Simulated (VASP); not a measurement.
# HC16 (a cell with a defect) in VASP: further runs

HC16 (a cell with a defect) is run at these levels: PBE; tasks: single point.

Everything below comes from runs of VASP 6.6.1. Logs are shortened: lines on timing, memory, paths and dates and some standing lists are left out, and cuts for length are marked.

## (1) The cell of the first run

The cell holds a defect, 17 atoms: a = 5.049 Å, b = 5.049 Å, c = 5.049 Å, α = 60.00°, β = 60.00°, γ = 60.00°.

## (2) Single point, PBE

Contents of INCAR:

```
PREC = Accurate ; ENCUT = 520
EDIFF = 1E-6 ; ISMEAR = 0
SIGMA = 0.05 ; LREAL = Auto
LASPH = True ; NELM = 100
ALGO = Normal ; ISIF = 2
LWAVE = False ; LCHARG = True
GGA = PE ; LELF = True
LVHAR = True ; NELECT = 64.0
NBANDS = 46
```

Contents of KPOINTS:

```
regular mesh
0
Gamma
  3 3 3
```

Contents of POSCAR:

```
HC16
1.0
    0.0000000000      3.5700000000      3.5700000000
    3.5700000000      0.0000000000      3.5700000000
    3.5700000000      3.5700000000      0.0000000000
C H
16 1
Direct
    0.0341348739     -0.0225892157     -0.0042567227
    0.1203442577      0.1189697479      0.1317011204
    0.0030267507     -0.0127292717      0.5042556022
    0.1379764706      0.1133336134      0.6208655462
    0.0008904762      0.4919260504      0.0026630252
    0.1326694678      0.6090820728      0.1299389356
    0.0061539216      0.4874553221      0.5039847339
    0.1286960784      0.6134243697      0.6286613445
    0.4892854342     -0.0113943978      0.0049341737
    0.5986071429      0.1259785714      0.1413651261
    0.5083848739     -0.0166983193      0.5043380952
    0.6265399160      0.1149110644      0.6275161064
    0.5041436975      0.4899336134      0.0023585434
    0.6256131653      0.6135955182      0.1309501401
    0.5026441176      0.4881749300      0.5040948179
    0.6318334734      0.6093329132      0.6273813725
    0.8101868347      1.0072829132     -0.0531039216
```

Potentials or basis: VASP PAW PBE potentials, release 64 (C, H).

Started as:

```
cat potpaw_PBE.64/C/POTCAR potpaw_PBE.64/H/POTCAR > POTCAR
mpirun -np 1 vasp_std > vasp.out
```

OUTCAR:

```text
PREC = Accurate
   ENCUT = 520
   EDIFF = 1E-6
   ISMEAR = 0
   LREAL = Auto
   LASPH = True
   NELM = 100
   ISIF = 2
   GGA = PE
   NELECT = 64.0

 ion  position               nearest neighbor table
   1  0.034  0.977  0.996-  17 1.20   2 1.51   6 1.52   4 1.55  10 1.80
   2  0.120  0.119  0.132-   1 1.51   9 1.52   3 1.54   5 1.54
   3  0.003  0.987  0.504-   2 1.54   8 1.54  12 1.55   4 1.56
   4  0.138  0.113  0.621-  11 1.53   7 1.54   1 1.55   3 1.56
   5  0.001  0.492  0.003-   2 1.54   8 1.54  14 1.55   6 1.55
   6  0.133  0.609  0.130-   1 1.52  13 1.53   7 1.54   5 1.55
   7  0.006  0.487  0.504-   8 1.54   6 1.54   4 1.54  16 1.54
   8  0.129  0.613  0.629-   7 1.54   3 1.54  15 1.54   5 1.54
   9  0.489  0.989  0.005-   2 1.52  14 1.55  12 1.56  10 1.58
  10  0.599  0.126  0.141-  17 1.17  11 1.50  13 1.51   9 1.58   1 1.80
  11  0.508  0.983  0.504-  10 1.50   4 1.53  12 1.54  16 1.54
  12  0.627  0.115  0.628-  11 1.54  15 1.54   3 1.55   9 1.56
  13  0.504  0.490  0.002-  10 1.51   6 1.53  14 1.54  16 1.55
  14  0.626  0.614  0.131-  15 1.54  13 1.54   9 1.55   5 1.55
  15  0.503  0.488  0.504-  14 1.54  12 1.54  16 1.54   8 1.54
  16  0.632  0.609  0.627-  15 1.54  11 1.54   7 1.54  13 1.55
  17  0.810  0.007  0.947-  10 1.17   1 1.20

  LATTYP: Found a face centered cubic cell.
 ALAT       =     7.1400000000

  Lattice vectors:

 A1 = (   0.0000000000,   3.5700000000,   3.5700000000)
 A2 = (   3.5700000000,   0.0000000000,   3.5700000000)
 A3 = (   3.5700000000,   3.5700000000,   0.0000000000)

Analysis of symmetry for initial positions (statically):
=====================================================================
 Subroutine PRICEL returns:
 Original cell was already a primitive cell.

 Routine SETGRP: Setting up the symmetry group for a
 face centered cubic supercell.

 Subroutine GETGRP returns: Found  1 space group operations
 (whereof  1 operations were pure point group operations)
 out of a pool of 48 trial point group operations.

The static configuration has the point symmetry C_1 .

Analysis of symmetry for dynamics (positions and initial velocities):
=====================================================================
 Subroutine PRICEL returns:
 Original cell was already a primitive cell.

 Routine SETGRP: Setting up the symmetry group for a
 face centered cubic supercell.

 Subroutine GETGRP returns: Found  1 space group operations
 (whereof  1 operations were pure point group operations)
 out of a pool of 48 trial point group operations.

The dynamic configuration has the point symmetry C_1 .

 Subroutine INISYM returns: Found  1 space group operations
 (whereof  1 operations are pure point group operations),
 and found     1 'primitive' translations

----------------------------------------------------------------------------------------

                                     Primitive cell

  volume of cell :      90.9986

  direct lattice vectors                    reciprocal lattice vectors
     0.000000000  3.570000000  3.570000000    -0.140056022  0.140056022  0.140056022
     3.570000000  0.000000000  3.570000000     0.140056022 -0.140056022  0.140056022
     3.570000000  3.570000000  0.000000000     0.140056022  0.140056022 -0.140056022

  length of vectors
     5.048742418  5.048742418  5.048742418     0.242584147  0.242584147  0.242584147

  position of ions in fractional coordinates (direct lattice)
     0.034134874  0.977410784  0.995743277
     0.120344258  0.118969748  0.131701120
     0.003026751  0.987270728  0.504255602
     0.137976471  0.113333613  0.620865546
     0.000890476  0.491926050  0.002663025
     0.132669468  0.609082073  0.129938936
[... 9 lines left out ...]
     0.631833473  0.609332913  0.627381372
     0.810186835  0.007282913  0.946896078

  ion indices of the primitive-cell ions
   primitive index   ion index
                 1           1
                 2           2
                 3           3
                 4           4
                 5           5
                 6           6
[... 9 lines left out ...]
                16          16
                17          17

----------------------------------------------------------------------------------------

 KPOINTS: regular mesh

Automatic generation of k-mesh.
 Grid dimensions read from file:
 generate k-points for:    3    3    3

 Generating k-lattice:

  Cartesian coordinates                     Fractional coordinates (reciprocal lattice)
    -0.046685341  0.046685341  0.046685341     0.333333333  0.000000000  0.000000000
     0.046685341 -0.046685341  0.046685341     0.000000000  0.333333333  0.000000000
     0.046685341  0.046685341 -0.046685341     0.000000000  0.000000000  0.333333333

  Length of vectors
     0.080861382  0.080861382  0.080861382

  Shift w.r.t. Gamma in fractional coordinates (k-lattice)
     0.000000000  0.000000000  0.000000000

 Subroutine IBZKPT returns following result:
 ===========================================

 Found     14 irreducible k-points:

 Following reciprocal coordinates:
            Coordinates               Weight
  0.000000  0.000000  0.000000      1.000000
  0.333333  0.000000  0.000000      2.000000
  0.000000  0.333333  0.000000      2.000000
  0.000000  0.000000  0.333333      2.000000
  0.333333  0.333333  0.333333      2.000000
  0.333333  0.333333  0.000000      2.000000
  0.000000  0.333333  0.333333      2.000000
  0.333333  0.000000  0.333333      2.000000
 -0.333333  0.333333  0.000000      2.000000
  0.000000 -0.333333  0.333333      2.000000
  0.333333  0.000000 -0.333333      2.000000
  0.333333  0.333333 -0.333333      2.000000
 -0.333333  0.333333 -0.333333      2.000000
  0.333333 -0.333333 -0.333333      2.000000
   k-points           NKPTS =     14   k-points in BZ     NKDIM =     14   number of bands    NBANDS=     46
   number of dos      NEDOS =    301   number of ions     NIONS =     17
   total plane-waves  NPLWV =  64000
   dimension x,y,z NGX =    40 NGY =   40 NGZ =   40
   dimension x,y,z NGXF=    80 NGYF=   80 NGZF=   80
   ions per type =              16   1
   NGX,Y,Z   is equivalent  to a cutoff of  13.17, 13.17, 13.17 a.u.
   NGXF,Y,Z  is equivalent  to a cutoff of  26.34, 26.34, 26.34 a.u.
 SYSTEM =  unknown system
   PREC   = accura    normal or accurate (medium, high low for compatibility)
   ISTART =      0    job   : 0-new  1-cont  2-samecut
   ICHARG =      2    charge: 1-file 2-atom 10-const
   ISPIN  =      1    spin polarized calculation?
   LNONCOLLINEAR =      F non collinear calculations
   LSORBIT =      F    spin-orbit coupling
   LASPH  =      T    aspherical Exc in radial PAW
   ENCUT  =  520.0 eV  38.22 Ry    6.18 a.u.   9.39  9.39  9.39*2*pi/ulx,y,z
   NELM   =    100;   NELMIN=  2; NELMDL= -5     # of ELM steps
   EDIFF  = 0.1E-05   stopping-criterion for ELM
   LREAL  =      T    real-space projection
   EDIFFG = 0.1E-04   stopping-criterion for IOM
   NSW    =      0    number of steps for IOM
   IBRION =     -1    ionic relax: 0-MD 1-quasi-New 2-CG
   NFREE  =      0    steps in history (QN), initial steepest desc. (CG)
   ISIF   =      2    stress and relaxation
   ISYM   =      2    0-nonsym 1-usesym 2-fastsym
   POTIM  = 0.5000    time-step for ionic-motion
   TEBEG  =    0.0;   TEEND  =   0.0 temperature during run
   PSTRESS=    0.0 pullay stress
   NELECT =      64.0000    total number of electrons
   NUPDOWN=      -1.0000    fix difference up-down
   EMIN   =  10.00;   EMAX   =-10.00  energy-range for DOS
   EFERMI =   0.00;   METHOD = LEGACY
   ISMEAR =     0;   SIGMA  =   0.05  broadening in eV -4-tet -1-fermi 0-gaus
   EFERMI_NEDOS =   21; number of points for ismear=-14 and -15
   IALGO  =     38    algorithm
   IMIX   =      4    mixing-type and parameters
     AMIX     =   0.40;   BMIX     =  1.00
     AMIX_MAG =   1.60;   BMIX_MAG =  1.00
  volume/ion in A,a.u.               =       5.35        36.12
  Fermi-wavevector in a.u.,A,eV,Ry     =   1.455872  2.751200 28.838420  2.119564
  Thomas-Fermi vector in A             =   2.572856
   LORBIT       =      0    0 simple, 1 ext, 2 COOP (PROOUT), +10 PAW based schemes
   GGA     = PE    functional components
   LHFCALC =     F    Hartree Fock is set to
   AEXX    =    0.0000 exact exchange contribution
   IVDW    =     0    specifies the selected vdW correction
   LEPSILON=     F    determine dielectric tensor
   LRPA    =     F    only Hartree local field effects (RPA)
 non-spin polarized calculation
 Gauss-broadening in eV      SIGMA  =   0.05
  energy-cutoff  :      520.00
  volume of cell :       91.00
 maximum number of plane-waves:      2453
 NGX is ok and might be reduce to    40
   NGX = 19   NGY = 19   NGZ = 19

 number of electron      64.0000001 magnetization

 Free energy of the ion-electron system (eV)
  ---------------------------------------------------
  ext. energy  EPLUGINS =         0.00000000
  ---------------------------------------------------
  free energy    TOTEN  =      -155.22008168 eV

  energy without entropy =     -155.22008168  energy(sigma->0) =     -155.22008168

 E-fermi :  10.1688     XC(G=0): -13.2418

 val. band max:        9.8984067314   @ k =   0.0000   0.0000   0.0000
 cond. band min:      12.4755974850   @ k =   0.0000   0.0000   0.0000
 fundamental gap:      2.5771907536
 Fermi energy:        10.1687545187

 k-point     1 :       0.0000    0.0000    0.0000
  band No.  band energies     occupation
      1     -11.9912      2.00000
      2      -6.9505      2.00000
      3      -6.0134      2.00000
      4      -5.9400      2.00000
      5      -5.8804      2.00000
      6      -4.7845      2.00000
[... 36 lines left out ...]
     43      17.7313      0.00000
     44      18.0036      0.00000

 k-point     2 :       0.3333    0.0000    0.0000
  band No.  band energies     occupation
      1     -11.2457      2.00000
      2      -9.0113      2.00000
      3      -6.8878      2.00000
      4      -6.0047      2.00000
      5      -5.9084      2.00000
      6      -5.1824      2.00000
[... 556 lines left out ...]
 k-point    14 :       0.3333   -0.3333   -0.3333
  band No.  band energies     occupation
      1     -10.2139      2.00000
      2      -9.3592      2.00000
      3      -8.8561      2.00000
      4      -6.9673      2.00000
      5      -6.6774      2.00000
      6      -4.6412      2.00000
[... 36 lines left out ...]
     43      19.2599      0.00000
     44      19.4994      0.00000
 [bands above 44 left out]

------------------------ aborting loop because EDIFF is reached ----------------------------------------

  FORCE on cell =-STRESS in cart. coord.  units (eV):
  Direction    XX          YY          ZZ          XY          YZ          ZX
  --------------------------------------------------------------------------------------
  -------------------------------------------------------------------------------------
  Total       -6.0247742     -5.6629316     -5.5720876     -2.1118543      2.7384297     -2.3802686
  in kB     -106.0758970    -99.7050721    -98.1056164    -37.1826110     48.2144859    -41.9084797
  external PRESSURE =    -101.2955285 kB  Pullay stress =       0.0000000 kB

 VOLUME and BASIS-vectors are now :
 -----------------------------------------------------------------------------
  energy-cutoff  :      520.00
  volume of cell :       91.00
      direct lattice vectors                 reciprocal lattice vectors
     0.000000000  3.570000000  3.570000000    -0.140056022  0.140056022  0.140056022
     3.570000000  0.000000000  3.570000000     0.140056022 -0.140056022  0.140056022
     3.570000000  3.570000000  0.000000000     0.140056022  0.140056022 -0.140056022

 POSITION                                       TOTAL-FORCE (eV/Angst)
 -----------------------------------------------------------------------------------
      7.04416      3.67666      3.61122         0.007649      0.013484      0.001839
      0.89489      0.89980      0.85435        -0.005427     -0.009146     -0.009573
      5.32475      1.81100      3.53536        -0.009408      0.005856     -0.010427
      2.62109      2.70907      0.89718        -0.001303      0.002522     -0.006620
      1.76568      0.01269      1.75935        -0.002945     -0.020442      0.001280
      2.63830      0.93751      2.64805         0.005686     -0.005853     -0.013794
[... 9 lines left out ...]
      4.41507      4.49540      4.43096         0.006755      0.006856      0.003687
      3.40642      6.27279      2.91837         0.010901     -0.020264      0.055517
 -----------------------------------------------------------------------------------
    total drift:                               -0.011993      0.011568     -0.022513

  FREE ENERGIE OF THE ION-ELECTRON SYSTEM (eV)
  ---------------------------------------------------
  free  energy   TOTEN  =      -155.2200816839 eV

  energy  without entropy=     -155.2200816839  energy(sigma->0) =     -155.22008168
```

Wall time 3 min (1 thread of Intel Xeon 8259CL, shared host); peak memory 0.25 GiB.

Results:

```yaml
Free_energy: -155.2201 eV
Largest_force: 0.060 eV/Å
```

Forces in eV/Å, atoms in the order of the input:
```
C    0.008  0.013  0.002
C   -0.005 -0.009 -0.010
C   -0.009  0.006 -0.010
C   -0.001  0.003 -0.007
C   -0.003 -0.020  0.001
C    0.006 -0.006 -0.014
C    0.018  0.002  0.000
C   -0.001  0.000 -0.009
C   -0.013  0.000 -0.006
C    0.002  0.013 -0.007
C   -0.005  0.017 -0.004
C   -0.012  0.005 -0.013
C    0.005 -0.003  0.018
C   -0.012 -0.004  0.003
C    0.007 -0.005 -0.004
C    0.007  0.007  0.004
H    0.011 -0.020  0.056
```

Caveat: the k points lie up to 0.51 Å⁻¹ apart; the cell carries a net charge on a neutralising background, which shifts energy and pressure; the cell is charged against a uniform background, so pressure and absolute levels hang on convention.

## (3) Single point, PBE

Contents of INCAR:

```
SYSTEM = HC16
PREC = Accurate
ENCUT = 520
EDIFF = 1E-7
ISMEAR = 0
SIGMA = 0.05
LREAL = Auto
LASPH = .True.
NELM = 80
ALGO = Normal
ISIF = 2
LWAVE = .False.
LCHARG = .False.
GGA = PE
NELECT = 64.0
NBANDS = 46
```

Contents of KPOINTS:

```
Automatic mesh
0
Gamma
  3 3 3
  0 0 0
```

Contents of POSCAR:

```
HC16
1.0
    0.0000000000      3.5700000000      3.5700000000
    3.5700000000      0.0000000000      3.5700000000
    3.5700000000      3.5700000000      0.0000000000
C H
16 1
Direct
   -0.0110936975     -0.0168673669      0.0357903361
    0.1301690476      0.1207581232      0.1198466387
    0.0004824930     -0.0066029412      0.4886816527
    0.1381364146      0.1304084034      0.5969635854
   -0.0011822129      0.4935284314      0.0023595238
    0.1250341737      0.6100876751      0.1371294118
   -0.0044711485      0.4929338936      0.5076792717
    0.1266500000      0.6164228291      0.6261071429
    0.5032845938     -0.0089176471      0.0008851541
    0.6202180672      0.1181457983      0.1335144258
    0.5014124650     -0.0098124650      0.5047836134
    0.6251676471      0.1193301120      0.6254323529
    0.4993589636      0.4923617647      0.0059766106
    0.6251309524      0.6172284314      0.1283712885
    0.5000163866      0.4925217087      0.5023233894
    0.6214613445      0.6153697479      0.6317030812
    1.0060205882      0.9489166667     -0.1896858543
```

Potentials or basis: VASP PAW PBE potentials, release 64 (C, H).

Started as:

```
cat potpaw_PBE.64/C/POTCAR potpaw_PBE.64/H/POTCAR > POTCAR
mpirun -np 1 vasp_std > vasp.out
```

It took 2.8 min on 1 thread of Intel Xeon 8259CL, shared host; peak memory 0.25 GiB.

The run converged. Its results:

| Quantity | Value |
| --- | --- |
| Free energy | -155.2161 eV |
| Largest force | 0.065 eV/Å |

Forces in eV/Å, atoms in the order of the input:
```
C    0.007 -0.002  0.018
C    0.002  0.006  0.025
C    0.006  0.001 -0.004
C    0.008 -0.003  0.008
C   -0.007  0.008  0.008
C   -0.022  0.005  0.001
C    0.003  0.009 -0.008
C    0.004  0.011  0.003
C    0.011 -0.010  0.005
C    0.007 -0.021 -0.006
C    0.002 -0.003 -0.010
C    0.017  0.004  0.002
C    0.000 -0.010 -0.005
C    0.003 -0.005 -0.001
C    0.014 -0.003 -0.004
C    0.004 -0.001 -0.015
H   -0.061  0.015 -0.017
```

Levels at points of the mesh, in eV from the Fermi level:
| k point | band 29 | band 30 | band 31 | band 32 | band 33 | band 34 | band 35 | band 36 |
| --- | --- | --- | --- | --- | --- | --- | --- | --- |
| (0.00, 0.00, 0.00) | -2.89 | -0.54 | -0.47 | -0.27 | 2.17 | 3.10 | 3.97 | 4.33 |

Caveat: the k points lie up to 0.51 Å⁻¹ apart; the cell carries a net charge on a neutralising background, which shifts energy and pressure; the cell is charged against a uniform background, so pressure and absolute levels hang on convention.
